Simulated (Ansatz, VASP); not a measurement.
**Two plane-wave programs on Ta2C**

The input INCAR:

```
SYSTEM = Ta2C
  PREC = Accurate
  ENCUT = 600
  EDIFF = 1E-6
  ISMEAR = 1
  SIGMA = 0.05
  LREAL = .False.
  LASPH = .True.
  NELM = 120
  ALGO = Normal
  ISIF = 2
  LWAVE = .False.
  LCHARG = .True.
  GGA = CA
  LELF = .True.
  LVHAR = .True.
  NBANDS = 22
  GGA_COMPAT = .False.
```

The input KPOINTS:

```
regular mesh
0
Gamma
  5 5 3
  0 0 0
```

POSCAR

```
Ta2C
1.0
    3.1059000000      0.0000000000      0.0000000000
   -1.5529500000      2.6897900000      0.0000000000
    0.0000000000      0.0000000000      4.9464000000
Ta C
2 1
Direct
    0.3333333333      0.6666666667      0.2520100000
    0.6666666667      0.3333333333      0.7479900000
    0.0000000000      0.0000000000      0.0000000000
```

Input for Ansatz:

```yaml
crystal:
  lattice:
    - [3.1059, 0.0, 0.0]
    - [-1.55295, 2.68979, 0.0]
    - [0.0, 0.0, 4.9464]
  atoms:
    - { symbol: Ta, position: [0.3333333333333333, 0.6666666666666666, 0.25201] }
    - { symbol: Ta, position: [0.6666666666666666, 0.3333333333333333, 0.74799] }
    - { symbol: C, position: [0.0, 0.0, 0.0] }
basis:
  ecutwfc: 435.382179935808
  ecutrho_ratio: 8
kpoints:
  mp_grid:
    grid: [5, 5, 3]
hamiltonian:
  xc: lda
scf:
  occupations:
    method: methfessel_paxton
    width: 0.05
output:
  forces: true
checkpoint:
  write: ta2c.run
```

Alike in both runs: task single point; functional LDA; k mesh 5 × 5 × 3; occupations methfessel-paxton of order 1, width 0.05 eV; no spin polarisation.

|  | VASP | Ansatz |
| --- | --- | --- |
| version | VASP 6.6.1 | Ansatz 0.2.0 |
| potentials or method | VASP PAW LDA potentials, release 64 (Ta_sv_GW, C), cutoff 600 eV | plane waves, PAW |
| valence electrons in the cell | 30 | 30 |

Ansatz gave:

- rms of the force components (eV/Å): 0.061

Task: Which values does VASP return?

Result: rms of the force components (eV/Å): 0.083.

LDA's correlation is that of Perdew and Zunger in VASP and of Perdew and Wang (1992) in Ansatz. Atom by atom the forces differ by 0.023 eV/Å (rms over components).

The k mesh is coarse, so the values compare programs but aren't converged. Neither program's run includes spin-orbit coupling.
